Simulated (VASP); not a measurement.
# TaPAu3 (P4mm) in VASP: a series of runs, part 2 of 2

VASP 6.6.1. The steps go on from the part before.

## (4) Single point, PBE

This run uses another cell than the first one, of 25.52 Å³/atom.

File INCAR:

```
SYSTEM = TaPAu3
ALGO     = Normal         ! electronic algorithm
EDIFF    = 1E-7           ! SCF threshold, eV
ENCUT    = 520            ! plane-wave cutoff, eV
GGA      = PE             ! functional
ISIF     = 2              ! what is computed and relaxed
ISMEAR   = 0              ! smearing method
LASPH    = .TRUE.         ! aspherical terms in the spheres
LCHARG   = .TRUE.         ! write CHGCAR
LELF     = .TRUE.         ! ELF
LREAL    = .FALSE.        ! projectors in reciprocal space
LVHAR    = .TRUE.       
LWAVE    = .FALSE.        ! write WAVECAR
NBANDS   = 32             ! bands
NELM     = 80             ! most SCF steps
PREC     = Accurate       ! precision mode
SIGMA    = 0.1            ! smearing width, eV
```

File KPOINTS:

```
k-points
0
G
  8 8 8
  0 0 0
```

File POSCAR:

```
TaPAu3
1.0
    4.8900457758      0.0000000000      0.0000000000
    0.0000000000      4.8900457758      0.0000000000
    0.0000000000      0.0000000000      5.3353682957
Ta P Au
1 1 3
Direct
    0.5000000000      0.5000000000      0.5410843300
    0.0000000000      0.0000000000      0.2317207513
    0.5000000000      0.5000000000      0.0171003689
    0.0000000000      0.5000000000      0.3350472749
    0.5000000000      0.0000000000      0.3350472749
```

Potentials or basis: VASP PAW PBE potentials, release 64 (Ta_pv, P, Au).

On the command line:

```
$ cat potpaw_PBE.64/Ta_pv/POTCAR potpaw_PBE.64/P/POTCAR potpaw_PBE.64/Au/POTCAR > POTCAR
$ mpirun -np 1 vasp_std > vasp.out
```

OUTCAR:

```text
SYSTEM = TaPAu3
   EDIFF = 1E-7
   ENCUT = 520
   GGA = PE
   ISIF = 2
   ISMEAR = 0
   LASPH = .TRUE.
   LREAL = .FALSE.
   NELM = 80
   PREC = Accurate

 ion  position               nearest neighbor table
   1  0.500  0.500  0.541-   3 2.54   4 2.68   5 2.68   5 2.68   4 2.68   3 2.80
   2  0.000  0.000  0.232-   4 2.51   5 2.51   4 2.51   5 2.51
   3  0.500  0.500  0.017-   1 2.54   1 2.80   4 2.98   5 2.98   5 2.98   4 2.98
[... 1047 lines left out ...]
  Direction    XX          YY          ZZ          XY          YZ          ZX
  --------------------------------------------------------------------------------------
  -------------------------------------------------------------------------------------
  Total       -0.1470583     -0.1470583     -0.0306026      0.0000000     -0.0000000      0.0000000
  in kB       -1.8467577     -1.8467577     -0.3843078      0.0000000     -0.0000000      0.0000000
  external PRESSURE =      -1.3592744 kB  Pullay stress =       0.0000000 kB

 VOLUME and BASIS-vectors are now :
 -----------------------------------------------------------------------------
  energy-cutoff  :      520.00
  volume of cell :      127.58
      direct lattice vectors                 reciprocal lattice vectors
     4.890045776  0.000000000  0.000000000     0.204497063  0.000000000  0.000000000
     0.000000000  4.890045776  0.000000000     0.000000000  0.204497063  0.000000000
     0.000000000  0.000000000  5.335368296     0.000000000  0.000000000  0.187428486

 POSITION                                       TOTAL-FORCE (eV/Angst)
 -----------------------------------------------------------------------------------
      2.44502      2.44502      2.88688         0.000000      0.000000     -0.013669
      0.00000      0.00000      1.23632         0.000000     -0.000000     -0.000377
      2.44502      2.44502      0.09124         0.000000     -0.000000      0.011809
      0.00000      2.44502      1.78760         0.000000      0.000000      0.001119
      2.44502      0.00000      1.78760         0.000000      0.000000      0.001119
 -----------------------------------------------------------------------------------
    total drift:                                0.000000      0.000000      0.000432

  FREE ENERGIE OF THE ION-ELECTRON SYSTEM (eV)
  ---------------------------------------------------
  free  energy   TOTEN  =       -23.4971200747 eV

  energy  without entropy=      -23.4779607855  energy(sigma->0) =      -23.48754043
```

OSZICAR:

```text
N       E                     dE             d eps       ncg     rms          rms(c)
DAV:   1     0.322045529580E+03    0.32205E+03   -0.23997E+04  4848   0.140E+03
DAV:   2    -0.135361718159E+02   -0.33558E+03   -0.31817E+03  5456   0.322E+02
DAV:   3    -0.258479039518E+02   -0.12312E+02   -0.11970E+02  5888   0.563E+01
DAV:   4    -0.260750524515E+02   -0.22715E+00   -0.22694E+00  5192   0.818E+00
DAV:   5    -0.260800115772E+02   -0.49591E-02   -0.49584E-02  5944   0.119E+00    0.162E+01
DAV:   6    -0.236847121393E+02    0.23953E+01   -0.85532E+00  5648   0.199E+01    0.934E+00
DAV:   7    -0.235421583242E+02    0.14255E+00   -0.68851E-01  5192   0.441E+00    0.519E+00
DAV:   8    -0.235119074218E+02    0.30251E-01   -0.26305E-01  5056   0.245E+00    0.127E+00
DAV:   9    -0.234984804484E+02    0.13427E-01   -0.62199E-02  5248   0.156E+00    0.816E-01
DAV:  10    -0.234972046924E+02    0.12758E-02   -0.10723E-02  5088   0.508E-01    0.185E-01
DAV:  11    -0.234970828731E+02    0.12182E-03   -0.10510E-03  5360   0.240E-01    0.829E-02
DAV:  12    -0.234971127354E+02   -0.29862E-04   -0.97804E-05  5328   0.689E-02    0.269E-02
DAV:  13    -0.234971189912E+02   -0.62558E-05   -0.11041E-05  5360   0.264E-02    0.606E-03
DAV:  14    -0.234971200032E+02   -0.10120E-05   -0.18337E-06  5264   0.727E-03    0.289E-03
DAV:  15    -0.234971200747E+02   -0.71455E-07   -0.45450E-07  5008   0.515E-03
   1 F= -.23497120E+02 E0= -.23487540E+02  d E =-.191593E-01
```

stdout:

```text
POSCAR found type information on POSCAR TaP Au
 POSCAR found :  3 types and       5 ions
 scaLAPACK will be used
 LDA part: xc-table for (Slater+PW92), standard interpolation
 POSCAR, INCAR and KPOINTS ok, starting setup
 FFT: planning ... GRIDC
 FFT: planning ... GRID_SOFT
 FFT: planning ... GRID
 WAVECAR not read
 entering main loop
```

Run time: 2.5 min. Hardware: 1 thread of Intel Xeon Platinum 8488C (Sapphire Rapids), shared host; peak memory 0.41 GiB.

Results:

| Property | Result |
| --- | --- |
| Free energy | -23.4971 eV |
| Pressure | -0.1 GPa |
| Largest force | 0.014 eV/Å |
| Band gap on the k mesh | zero (an odd number of electrons rules out a gap without spin polarisation) |

Forces on the atoms (eV/Å):
```
Ta   0.000  0.000 -0.014
P    0.000  0.000  0.000
Au   0.000  0.000  0.012
Au   0.000  0.000  0.001
Au   0.000  0.000  0.001
```

Levels at points of the mesh, in eV from the Fermi level:
```csv
k point,band 22,band 23,band 24,band 25,band 26,band 27
"(0.00, 0.00, 0.00)",-2.41,-2.25,-1.96,0.84,0.97,0.97
"(0.50, 0.00, 0.00)",-1.62,-1.19,-0.33,0.64,0.95,1.01
"(0.50, 0.50, 0.00)",-3.12,-0.29,0.37,0.82,1.06,1.46
"(0.00, 0.00, 0.50)",-2.55,-2.49,-1.81,-0.61,-0.22,-0.22
"(0.50, 0.00, 0.50)",-1.70,-1.18,-1.12,-1.01,-0.55,0.93
"(0.50, 0.50, 0.50)",-3.14,-1.56,-0.60,0.31,0.31,0.45
```

Caveat: spin-orbit coupling is left out, which moves the levels of the heavy elements.

## (5) Summary

```csv
task,cell,k mesh,cutoff (eV),gap on the mesh (eV),pressure (GPa),largest force (eV/Å)
single point,"a = 4.908, b = 4.908, c = 5.326 Å, 5 atoms, atomic positions A",4 × 4 × 4,520,none,-0.1,0.01
relaxation of cell and atoms,"relaxed from a = 4.230, b = 4.230, c = 4.283 Å, 5 atoms, atomic positions B",4 × 4 × 4,600,none,-0.1,0.01
single point,"a = 4.890, b = 4.890, c = 5.335 Å, 5 atoms, atomic positions C",8 × 8 × 8,520,none,-0.1,0.01
```

Alike in all rows: level PBE; potentials or basis VASP PAW PBE potentials, release 64 (Ta_pv, P, Au); no spin polarisation; smearing gaussian 0.1 eV.

Caveats: some runs use coarse meshes; spin-orbit coupling is left out, which moves the levels of the heavy elements; the volume moved by over 15 % at a fixed basis, so the end points are rough (at least some runs).

Absolute energies hang on the potentials; compare differences alone.
